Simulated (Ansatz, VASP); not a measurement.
# One calculation of ScZn3, two programs

The input INCAR:

```
SYSTEM = ScZn3
ALGO = Normal
EDIFF = 1E-7
ENCUT = 520
ISIF = 2
ISMEAR = -1
LASPH = .TRUE.
LCHARG = .TRUE.
LELF = .TRUE.
LREAL = .FALSE.
LVHAR = .TRUE.
LWAVE = .FALSE.
NBANDS = 32
NELM = 80
PREC = Accurate
SIGMA = 0.25
```

The input KPOINTS:

```
k-points
0
G
  6 6 6
  0 0 0
```

The input POSCAR:

```
ScZn3
1.0
    0.0000000000      3.1563900000      3.1563900000
    3.1563900000      0.0000000000      3.1563900000
    3.1563900000      3.1563900000      0.0000000000
Sc Zn
1 3
Direct
    0.0000000000      0.0000000000      0.0000000000
    0.2500000000      0.2500000000      0.2500000000
    0.7500000000      0.7500000000      0.7500000000
    0.5000000000      0.5000000000      0.5000000000
```

Input for Ansatz:

```yaml
crystal:
  lattice:
    - [0.0, 3.15639, 3.15639]
    - [3.15639, 0.0, 3.15639]
    - [3.15639, 3.15639, 0.0]
  atoms:
    - { symbol: Sc, position: [0.0, 0.0, 0.0] }
    - { symbol: Zn, position: [0.25, 0.25, 0.25] }
    - { symbol: Zn, position: [0.75, 0.75, 0.75] }
    - { symbol: Zn, position: [0.5, 0.5, 0.5] }
basis:
  ecutwfc: 470.0
kpoints:
  mp_grid:
    grid: [6, 6, 6]
hamiltonian:
  xc: lda
scf:
  convergence:
    dr2_threshold: 1.0e-09
  occupations:
    method: fermi_dirac
    width: 0.25
output:
  forces: true
  stress: true
```

Alike in both runs: task single point; functional LDA; k mesh 6 × 6 × 6; occupations fermi-dirac, width 0.25 eV; no spin polarisation.

|  | VASP | Ansatz |
| --- | --- | --- |
| version | VASP 6.6.1 | Ansatz 0.2.0 |
| potentials or method | VASP PAW LDA potentials, release 64 (Sc_sv, Zn), cutoff 520 eV | plane waves, PAW |
| valence electrons in the cell | 47 | 47 |

|  | VASP | Ansatz | Ansatz less VASP |
| --- | --- | --- | --- |
| pressure (GPa) | -5.2 | -5.7 | -0.47 |

LDA's correlation is that of Perdew and Zunger in VASP and of Perdew and Wang (1992) in Ansatz. Ansatz's warnings: stress scf threshold loose.
